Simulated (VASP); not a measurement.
# CuAu (P4/mmm) in VASP: notebook

CuAu is run at these levels: PBE; tasks: single point.

All numbers are computed with VASP 6.6.1; they aren't measurements. Logs are shortened: lines on timing, memory, paths and dates and some standing lists are left out, and cuts for length are marked.

**1. The cell of the first run**

It takes space group P4/mmm (No. 123, tetragonal). The conventional cell has a = 2.921 Å, b = 2.921 Å, c = 3.623 Å, α = 90.00°, β = 90.00°, γ = 90.00°. Cu (site symmetry 4/mmm) has 8 Au at 2.75 Å and 6 Cu at 2.92 to 3.62 Å within 3.7 Å. Within 3.7 Å of Au (site symmetry 4/mmm) lie 8 Cu at 2.75 Å and 6 Au at 2.92 to 3.62 Å.

**2. Single point, PBE (15.45 Å³/atom)**

INCAR

```
PREC = Accurate ; ENCUT = 520
EDIFF = 1E-6 ; ISMEAR = 0
SIGMA = 0.1 ; LREAL = False
LASPH = True ; NELM = 60
ALGO = Fast ; ISIF = 2
LWAVE = False ; LCHARG = False
GGA = PE ; NBANDS = 18
```

KPOINTS

```
Automatic mesh
0
Gamma
  14 14 12
```

POSCAR

```
CuAu
1.0
    2.9206683819      0.0000000000      0.0000000000
    0.0000000000      2.9206683819      0.0000000000
    0.0000000000      0.0000000000      3.6231260156
Cu Au
1 1
Direct
    0.5000000000      0.5000000000      0.5000000000
    0.0000000000      0.0000000000      0.0000000000
```

Potentials or basis: VASP PAW PBE potentials, release 64 (Cu, Au).

Launch:

```sh
> cat potpaw_PBE.64/Cu/POTCAR potpaw_PBE.64/Au/POTCAR > POTCAR
> mpirun -np 1 vasp_std > vasp.out
```

OUTCAR:

```text
PREC = Accurate
   ENCUT = 520
   EDIFF = 1E-6
   ISMEAR = 0
   LREAL = False
   LASPH = True
   NELM = 60
   ISIF = 2
   GGA = PE

 ion  position               nearest neighbor table
   1  0.500  0.500  0.500-   2 2.75   2 2.75   2 2.75   2 2.75   2 2.75   2 2.75   2 2.75   2 2.75

   2  0.000  0.000  0.000-   1 2.75   1 2.75   1 2.75   1 2.75   1 2.75   1 2.75   1 2.75   1 2.75

  LATTYP: Found a simple tetragonal cell.
 ALAT       =     2.9206683819
 C/A-ratio  =     1.2405126299

  Lattice vectors:

 A1 = (   2.9206683819,   0.0000000000,   0.0000000000)
 A2 = (   0.0000000000,   2.9206683819,   0.0000000000)
 A3 = (   0.0000000000,   0.0000000000,   3.6231260156)

Analysis of symmetry for initial positions (statically):
=====================================================================
 Subroutine PRICEL returns:
 Original cell was already a primitive cell.

 Routine SETGRP: Setting up the symmetry group for a
 simple tetragonal supercell.

 Subroutine GETGRP returns: Found 16 space group operations
 (whereof 16 operations were pure point group operations)
 out of a pool of 16 trial point group operations.

The static configuration has the point symmetry D_4h.

Analysis of symmetry for dynamics (positions and initial velocities):
=====================================================================
 Subroutine PRICEL returns:
 Original cell was already a primitive cell.

 Routine SETGRP: Setting up the symmetry group for a
 simple tetragonal supercell.

 Subroutine GETGRP returns: Found 16 space group operations
 (whereof 16 operations were pure point group operations)
 out of a pool of 16 trial point group operations.

The dynamic configuration has the point symmetry D_4h.

 Subroutine INISYM returns: Found 16 space group operations
 (whereof 16 operations are pure point group operations),
 and found     1 'primitive' translations

----------------------------------------------------------------------------------------

                                     Primitive cell

  volume of cell :      30.9064

  direct lattice vectors                    reciprocal lattice vectors
     2.920668382  0.000000000  0.000000000     0.342387382  0.000000000  0.000000000
     0.000000000  2.920668382  0.000000000     0.000000000  0.342387382  0.000000000
     0.000000000  0.000000000  3.623126016     0.000000000  0.000000000  0.276004753

  length of vectors
     2.920668382  2.920668382  3.623126016     0.342387382  0.342387382  0.276004753

  position of ions in fractional coordinates (direct lattice)
     0.500000000  0.500000000  0.500000000
     0.000000000  0.000000000  0.000000000

  ion indices of the primitive-cell ions
   primitive index   ion index
                 1           1
                 2           2

----------------------------------------------------------------------------------------

 KPOINTS: Automatic mesh

Automatic generation of k-mesh.
 Grid dimensions read from file:
 generate k-points for:   14   14   12

 Generating k-lattice:

  Cartesian coordinates                     Fractional coordinates (reciprocal lattice)
     0.024456242  0.000000000  0.000000000     0.071428571  0.000000000  0.000000000
     0.000000000  0.024456242  0.000000000     0.000000000  0.071428571  0.000000000
     0.000000000  0.000000000  0.023000396     0.000000000  0.000000000  0.083333333

  Length of vectors
     0.024456242  0.024456242  0.023000396

  Shift w.r.t. Gamma in fractional coordinates (k-lattice)
     0.000000000  0.000000000  0.000000000

 Subroutine IBZKPT returns following result:
 ===========================================

 Found    252 irreducible k-points:

 Following reciprocal coordinates:
            Coordinates               Weight
  0.000000  0.000000  0.000000      1.000000
  0.071429  0.000000  0.000000      4.000000
  0.142857  0.000000  0.000000      4.000000
  0.214286  0.000000  0.000000      4.000000
  0.285714  0.000000  0.000000      4.000000
  0.357143  0.000000  0.000000      4.000000
[... 16 lines left out ...]
  0.285714  0.214286  0.000000      8.000000
  0.357143  0.214286  0.000000      8.000000
 [... further k-points ...]
   k-points           NKPTS =    252   k-points in BZ     NKDIM =    252   number of bands    NBANDS=     18
   number of dos      NEDOS =    301   number of ions     NIONS =      2
   total plane-waves  NPLWV =  16128
   dimension x,y,z NGX =    24 NGY =   24 NGZ =   28
   dimension x,y,z NGXF=    48 NGYF=   48 NGZF=   56
   ions per type =               1   1
   NGX,Y,Z   is equivalent  to a cutoff of  13.66, 13.66, 12.85 a.u.
   NGXF,Y,Z  is equivalent  to a cutoff of  27.32, 27.32, 25.70 a.u.
 SYSTEM =  unknown system
   PREC   = accura    normal or accurate (medium, high low for compatibility)
   ISTART =      0    job   : 0-new  1-cont  2-samecut
   ICHARG =      2    charge: 1-file 2-atom 10-const
   ISPIN  =      1    spin polarized calculation?
   LNONCOLLINEAR =      F non collinear calculations
   LSORBIT =      F    spin-orbit coupling
   LASPH  =      T    aspherical Exc in radial PAW
   ENCUT  =  520.0 eV  38.22 Ry    6.18 a.u.   5.43  5.43  6.74*2*pi/ulx,y,z
   NELM   =     60;   NELMIN=  2; NELMDL= -5     # of ELM steps
   EDIFF  = 0.1E-05   stopping-criterion for ELM
   LREAL  =      F    real-space projection
   EDIFFG = 0.1E-04   stopping-criterion for IOM
   NSW    =      0    number of steps for IOM
   IBRION =     -1    ionic relax: 0-MD 1-quasi-New 2-CG
   NFREE  =      0    steps in history (QN), initial steepest desc. (CG)
   ISIF   =      2    stress and relaxation
   ISYM   =      2    0-nonsym 1-usesym 2-fastsym
   POTIM  = 0.5000    time-step for ionic-motion
   TEBEG  =    0.0;   TEEND  =   0.0 temperature during run
   PSTRESS=    0.0 pullay stress
   NELECT =      22.0000    total number of electrons
   NUPDOWN=      -1.0000    fix difference up-down
   EMIN   =  10.00;   EMAX   =-10.00  energy-range for DOS
   EFERMI =   0.00;   METHOD = LEGACY
   ISMEAR =     0;   SIGMA  =   0.10  broadening in eV -4-tet -1-fermi 0-gaus
   EFERMI_NEDOS =   21; number of points for ismear=-14 and -15
   IALGO  =     68    algorithm
   IMIX   =      4    mixing-type and parameters
     AMIX     =   0.40;   BMIX     =  1.00
     AMIX_MAG =   1.60;   BMIX_MAG =  1.00
  volume/ion in A,a.u.               =      15.45       104.28
  Fermi-wavevector in a.u.,A,eV,Ry     =   1.461727  2.762264 29.070850  2.136647
  Thomas-Fermi vector in A             =   2.578025
   LORBIT       =      0    0 simple, 1 ext, 2 COOP (PROOUT), +10 PAW based schemes
   GGA     = PE    functional components
   LHFCALC =     F    Hartree Fock is set to
   AEXX    =    0.0000 exact exchange contribution
   IVDW    =     0    specifies the selected vdW correction
   LEPSILON=     F    determine dielectric tensor
   LRPA    =     F    only Hartree local field effects (RPA)
 non-spin polarized calculation
 RMM-DIIS sequential band-by-band and
 Gauss-broadening in eV      SIGMA  =   0.10
  energy-cutoff  :      520.00
  volume of cell :       30.91
 maximum number of plane-waves:       848
 NGX is ok and might be reduce to    24
   NGX = 11   NGY = 11   NGZ = 13

 number of electron      22.0000000 magnetization

 Free energy of the ion-electron system (eV)
  ---------------------------------------------------
  ext. energy  EPLUGINS =         0.00000000
  ---------------------------------------------------
  free energy    TOTEN  =        -7.05935720 eV

  energy without entropy =       -7.05730774  energy(sigma->0) =       -7.05833247

 E-fermi :   7.8667     XC(G=0): -12.3156

 val. band max:        7.8613256674   @ k =   0.2857   0.2857   0.5000
 cond. band min:       7.8776105474   @ k =   0.3571   0.1429   0.5000
 fundamental gap:      0.0162848800
 Fermi energy:         7.8666640150

 k-point     1 :       0.0000    0.0000    0.0000
  band No.  band energies     occupation
      1      -1.3334      2.00000
      2       1.8368      2.00000
      3       1.9491      2.00000
      4       3.9835      2.00000
      5       3.9835      2.00000
      6       4.8083      2.00000
[... 10 lines left out ...]
     17      23.5948      0.00000
     18      25.3553      0.00000

 k-point     2 :       0.0714    0.0000    0.0000
  band No.  band energies     occupation
      1      -1.2250      2.00000
      2       1.8884      2.00000
      3       2.0050      2.00000
      4       3.9315      2.00000
      5       4.0082      2.00000
      6       4.7686      2.00000
[... 10 lines left out ...]
     17      24.3360      0.00000
     18      25.3891      0.00000

 k-point     3 :       0.1429    0.0000    0.0000
  band No.  band energies     occupation
      1      -0.9082      2.00000
      2       2.0044      2.00000
      3       2.2002      2.00000
      4       3.7822      2.00000
      5       4.0804      2.00000
      6       4.6551      2.00000
[... 10 lines left out ...]
     17      25.2980      0.00000
     18      26.3460      0.00000

 k-point     4 :       0.2143    0.0000    0.0000
  band No.  band energies     occupation
      1      -0.4104      2.00000
      2       2.1569      2.00000
      3       2.5266      2.00000
      4       3.5602      2.00000
      5       4.1936      2.00000
      6       4.4864      2.00000
[... 375 lines left out ...]
      4       3.3826      2.00000
      5       3.7384      2.00000
      6       4.0648      2.00000
[... 10 lines left out ...]
     17      24.4394      0.00000
     18      24.4823      0.00000

 k-point    23 :       0.2857    0.2143    0.0000
  band No.  band energies     occupation
      1       1.0057      2.00000
      2       2.7142      2.00000
      3       3.1438      2.00000
      4       3.1763      2.00000
      5       3.5923      2.00000
      6       4.0519      2.00000
[... 10 lines left out ...]
     17      23.1267      0.00000
     18      23.1440      0.00000

 k-point    24 :       0.3571    0.2143    0.0000
  band No.  band energies     occupation
      1       1.5462      2.00000
      2       2.7021      2.00000
      3       2.9522      2.00000
      4       3.2501      2.00000
      5       3.5166      2.00000
      6       4.4321      2.00000
[... 10 lines left out ...]
     17      21.6781      0.00000
     18      22.0224      0.00000

 [... further k-points ...]

------------------------ aborting loop because EDIFF is reached ----------------------------------------

  FORCE on cell =-STRESS in cart. coord.  units (eV):
  Direction    XX          YY          ZZ          XY          YZ          ZX
  --------------------------------------------------------------------------------------
  -------------------------------------------------------------------------------------
  Total       -0.7422774     -0.7422774     -0.7274999      0.0000000      0.0000000      0.0000000
  in kB      -38.4794524    -38.4794524    -37.7133924      0.0000000      0.0000000      0.0000000
  external PRESSURE =     -38.2240990 kB  Pullay stress =       0.0000000 kB

 VOLUME and BASIS-vectors are now :
 -----------------------------------------------------------------------------
  energy-cutoff  :      520.00
  volume of cell :       30.91
      direct lattice vectors                 reciprocal lattice vectors
     2.920668382  0.000000000  0.000000000     0.342387382  0.000000000  0.000000000
     0.000000000  2.920668382  0.000000000     0.000000000  0.342387382  0.000000000
     0.000000000  0.000000000  3.623126016     0.000000000  0.000000000  0.276004753

 POSITION                                       TOTAL-FORCE (eV/Angst)
 -----------------------------------------------------------------------------------
      1.46033      1.46033      1.81156         0.000000      0.000000      0.000000
      0.00000      0.00000      0.00000         0.000000      0.000000      0.000000
 -----------------------------------------------------------------------------------
    total drift:                                0.000000      0.000000     -0.000000

  FREE ENERGIE OF THE ION-ELECTRON SYSTEM (eV)
  ---------------------------------------------------
  free  energy   TOTEN  =        -7.0593572046 eV

  energy  without entropy=       -7.0573077405  energy(sigma->0) =       -7.05833247
```

Run time: 54 s. Hardware: 1 thread of Intel Xeon 6975P-C (Granite Rapids), shared host; peak memory 0.25 GiB.

What came out:

```yaml
Free_energy: -7.0594 eV
Pressure: -3.8 GPa
Band_gap_on_the_k_mesh: zero (bands 11 and 12 overlap by 6.82 eV)
```

Stress tensor (GPa, compression positive):
```
-3.85  0.00  0.00
 0.00 -3.85  0.00
 0.00  0.00 -3.77
```

Caveat: the cell stands under tension; spin-orbit coupling is left out, which moves the levels of the heavy elements.

**3. Single point, PBE (16.50 Å³/atom)**

This run uses another cell than the first one, of 16.50 Å³/atom.

INCAR

```
  ALGO = Fast
  EDIFF = 1E-7
  ENCUT = 520
  GGA = PE
  ISIF = 2
  ISMEAR = 0
  LASPH = T
  LCHARG = F
  LREAL = F
  LWAVE = F
  NBANDS = 18
  NELM = 80
  PREC = Accurate
  SIGMA = 0.1
```

KPOINTS

```
k-points
0
Gamma
  14 14 12
```

POSCAR

```
CuAu
1.0
    2.9853876782      0.0000000000      0.0000000000
    0.0000000000      2.9853876782      0.0000000000
    0.0000000000      0.0000000000      3.7034111200
Cu Au
1 1
Direct
    0.5000000000      0.5000000000      0.5000000000
    0.0000000000      0.0000000000      0.0000000000
```

Potentials or basis: VASP PAW PBE potentials, release 64 (Cu, Au).

Launch:

```sh
> cat potpaw_PBE.64/Cu/POTCAR potpaw_PBE.64/Au/POTCAR > POTCAR
> mpirun -np 1 vasp_std > vasp.out
```

Run time: 66 s. Hardware: 1 thread of Intel Xeon 6975P-C (Granite Rapids), shared host; peak memory 0.27 GiB.

It converged, with:

| Quantity | Value |
| --- | --- |
| Free energy | -6.9649 eV |
| Pressure | -10.3 GPa |
| Band gap on the k mesh | zero (bands 11 and 12 overlap by 6.43 eV) |

Stress tensor (GPa, compression positive):
```
-10.30   0.00   0.00
  0.00 -10.30   0.00
  0.00   0.00 -10.15
```

Levels at points of the mesh, in eV from the Fermi level:
```tsv
k point	band 9	band 10	band 11	band 12	band 13	band 14
(0.00, 0.00, 0.00)	-1.56	-1.40	-1.40	2.99	7.85	8.88
(0.50, 0.00, 0.00)	-2.14	-1.96	-0.93	-0.61	9.41	9.55
(0.50, 0.50, 0.00)	-1.28	-1.28	0.68	0.68	3.85	5.58
(0.00, 0.00, 0.50)	-2.09	-2.09	-1.94	-1.81	13.32	13.32
(0.50, 0.00, 0.50)	-1.44	-1.42	-0.54	-0.54	2.06	3.82
(0.50, 0.50, 0.50)	-1.86	-1.55	4.62	4.78	5.19	5.19
```

Caveat: the cell stands under tension; spin-orbit coupling is left out, which moves the levels of the heavy elements.

**4. Single point, PBE (13.20 Å³/atom)**

This run uses another cell than the first one, of 13.20 Å³/atom.

INCAR

```
SYSTEM = CuAu
  PREC = Accurate
  ENCUT = 520
  EDIFF = 1E-6
  ISMEAR = 0
  SIGMA = 0.1
  LREAL = .False.
  LASPH = .True.
  NELM = 60
  ALGO = Normal
  ISIF = 2
  LWAVE = .False.
  LCHARG = .False.
  GGA = PE
  NBANDS = 18
```

KPOINTS

```
regular mesh
0
Gamma
  14 14 12
  0 0 0
```

POSCAR

```
CuAu
1.0
    2.8011240138      0.0000000000      0.0000000000
    0.0000000000      2.8011240138      0.0000000000
    0.0000000000      0.0000000000      3.3653381736
Cu Au
1 1
Direct
    0.5000000000      0.5000000000      0.5000000000
    0.0000000000      0.0000000000      0.0000000000
```

Launch:

```sh
> cat potpaw_PBE.64/Cu/POTCAR potpaw_PBE.64/Au/POTCAR > POTCAR
> mpirun -np 1 vasp_std > vasp.out
```

Wall time 37 s (1 thread of Intel Xeon 6975P-C (Granite Rapids), shared host); peak memory 0.25 GiB.

The run converged. Its results:

```
Free energy            : -6.8192 eV
Pressure               : 25.1 GPa
Band gap on the k mesh : zero (bands 11 and 12 overlap by 7.72 eV)
```

Stress tensor (GPa, compression positive):
```
25.07  0.00  0.00
 0.00 25.07  0.00
 0.00  0.00 25.26
```

Levels at points of the mesh, in eV from the Fermi level:
| k point | band 8 | band 9 | band 10 | band 11 | band 12 | band 13 | band 14 | band 15 |
| --- | --- | --- | --- | --- | --- | --- | --- | --- |
| (0.00, 0.00, 0.00) | -2.26 | -1.80 | -1.57 | -1.57 | 3.41 | 9.29 | 9.29 | 10.71 |
| (0.50, 0.00, 0.00) | -3.33 | -2.82 | -2.56 | -1.22 | -0.47 | 10.92 | 11.14 | 13.05 |
| (0.50, 0.50, 0.00) | -1.96 | -1.37 | -1.37 | -0.10 | -0.10 | 4.98 | 7.15 | 11.24 |
| (0.00, 0.00, 0.50) | -3.13 | -2.76 | -2.76 | -2.42 | -2.35 | 14.09 | 14.82 | 14.82 |
| (0.50, 0.00, 0.50) | -2.04 | -1.60 | -1.52 | -1.39 | -1.36 | 3.08 | 5.31 | 15.55 |
| (0.50, 0.50, 0.50) | -2.36 | -1.96 | -1.94 | 5.37 | 5.78 | 5.78 | 6.36 | 6.77 |

Caveat: the cell stands under pressure; spin-orbit coupling is left out, which moves the levels of the heavy elements.

**5. Overview**

```csv
cell,gap on the mesh (eV),pressure (GPa)
"a = 2.921, b = 2.921, c = 3.623 Å, 2 atoms",none,-3.8
"a = 2.985, b = 2.985, c = 3.703 Å, 2 atoms",none,-10.3
"a = 2.801, b = 2.801, c = 3.365 Å, 2 atoms",none,25.1
```

Alike in all rows: task single point; level PBE; potentials or basis VASP PAW PBE potentials, release 64 (Cu, Au); no spin polarisation; k mesh 14 × 14 × 12; cutoff (eV) 520; smearing gaussian 0.1 eV.

Caveats: spin-orbit coupling is left out, which moves the levels of the heavy elements; the cell stands under tension (at least some runs); the cell stands under pressure (at least some runs).

Total energies depend on the potentials used, so only differences within one code and one set of settings carry meaning.

The gap in the log of VASP goes by the Fermi energy; the results here count the filled bands.